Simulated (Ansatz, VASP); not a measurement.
SnO2: VASP beside Ansatz

File POSCAR:

```
SnO2
1.0
    4.7604948911      0.0000000000      0.0000000000
    0.0000000000      4.8380909578      0.0000000000
    0.0000000000      0.0000000000      3.2001628212
Sn O
2 4
Direct
    0.0000000000      0.0000000000      0.0000000000
    0.5000000000      0.5000000000      0.5000000000
    0.3044100990      0.3079290239      0.0000000000
    0.1955899010      0.8079290239      0.5000000000
    0.6955899010      0.6920709761      0.0000000000
    0.8044100990      0.1920709761      0.5000000000
```

The input INCAR.step1:

```
PREC = Accurate
ENCUT = 520
ISMEAR = 0
SIGMA = 0.01
LREAL = F
LASPH = T
NELM = 100
NBANDS = 35
GGA = PE
ALGO = Normal
EDIFF = 1E-4
LWAVE = T
LCHARG = F
```

File INCAR.step2:

```
PREC = Accurate
ENCUT = 520
EDIFF = 1E-7
ISMEAR = 0
SIGMA = 0.01
LREAL = F
LASPH = T
NELM = 100
ALGO = Normal
ISIF = 2
LWAVE = F
LCHARG = F
METAGGA = R2SCAN
LMIXTAU = T
NBANDS = 35
ISTART = 1
```

File KPOINTS:

```
regular mesh
0
Gamma
  6 6 8
```

Input for Ansatz:

```yaml
crystal:
  lattice:
    - [4.7604948911, 0.0, 0.0]
    - [0.0, 4.8380909578, 0.0]
    - [0.0, 0.0, 3.2001628212]
  atoms:
    - { symbol: Sn, position: [0.0, 0.0, 0.0] }
    - { symbol: Sn, position: [0.5, 0.5, 0.5] }
    - { symbol: O, position: [0.304410099, 0.3079290239, 0.0] }
    - { symbol: O, position: [0.195589901, 0.8079290239, 0.5] }
    - { symbol: O, position: [0.695589901, 0.6920709761, 0.0] }
    - { symbol: O, position: [0.804410099, 0.1920709761, 0.5] }
kpoints:
  mp_grid: { grid: [6, 6, 8] }
  band_path:
    path:
      - [0.0, 0.0, 0.0]
      - [0.0, 0.5, 0.0]
      - [0.5, 0.5, 0.0]
      - [0.0, 0.0, 0.5]
      - [0.0, 0.5, 0.5]
      - [0.5, 0.5, 0.5]
    npoints: 1
hamiltonian:
  xc: r2scan
scf:
  occupations: { method: fixed }
  n_extra_bands: 5
output:
  forces: true
  stress: true
  eigenvalues: true
  write_density: true
  write_potential: true
  elf: true
  volumetric_format: npy
```

Change from the starting cell: uniaxial_y strain +1.6%.

Alike in both runs: task single point; functional r2SCAN; k mesh 6 × 6 × 8; no spin polarisation.

|  | VASP | Ansatz |
| --- | --- | --- |
| version | VASP 6.6.1 | Ansatz 0.2.0 |
| potentials or method | VASP PAW PBE potentials, release 64 (Sn_d, O) | plane waves, PAW |
| plane-wave cutoff (eV) | 520 | 500 |
| occupations | gaussian, width 0.01 eV | fixed |
| valence electrons in the cell | 52 | 52 |

```csv
,VASP,Ansatz,Ansatz less VASP
gap on the k mesh at the Fermi level (eV),1.64,1.61,-0.024
pressure (GPa),-2.0,-3.0,-1.03
"traceless stress, the component that is largest in VASP (GPa)",-1.20,-1.03,+0.170
rms of the force components (eV/Å),0.016,0.001,-0.0155
```

VASP's potentials were made for PBE, not for r2SCAN. Atom by atom the forces differ by 0.015 eV/Å (rms over components).
